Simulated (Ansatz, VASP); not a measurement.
## One calculation of Li3SeBr, two programs

```
Br Se Li
1.0
     5.02287    0.00000    0.00000
     0.00000    5.02287    0.00000
     0.00000    0.00000    5.02287
Br Se Li
1 1 3
Direct
  0.00000 0.00000 0.00000
  0.50000 0.50000 0.50000
  0.50000 0.50000 0.00000
  0.50000 0.00000 0.50000
  0.00000 0.50000 0.50000
```

Alike in both runs: task single point; functional PBEsol; k mesh 4 × 4 × 4; occupations gaussian, width 0.05 eV; no spin polarisation.

|  | VASP | Ansatz |
| --- | --- | --- |
| version | VASP 6.6.1 | Ansatz 0.2.0 |
| potentials or method | VASP PAW PBE potentials, release 64 (Br, Se, Li_sv), cutoff 520 eV | scalar-relativistic, plane waves, PAW |
| valence electrons in the cell | 22 | 32 |

Ansatz gave:

| Item | Value |
| --- | --- |
| gap on the k mesh at the Fermi level (eV) | 2.96 |
| least direct gap on the mesh (eV) | 3.18 |

**Question.** What did VASP give for the same quantities?

**Answer.** gap on the k mesh at the Fermi level (eV): 2.96; least direct gap on the mesh (eV): 3.19.

VASP's potentials were made for PBE, not for PBEsol. The functional is the same, so the differences come from potentials, cutoffs and numerics. VASP's potentials hold 22 valence electrons a cell and Ansatz's 32, so a difference there can come from the potentials and not from the codes.

Noted on VASP's run: the cutoff is under 1.25 times that of the potentials, so the pressure is a little rough.
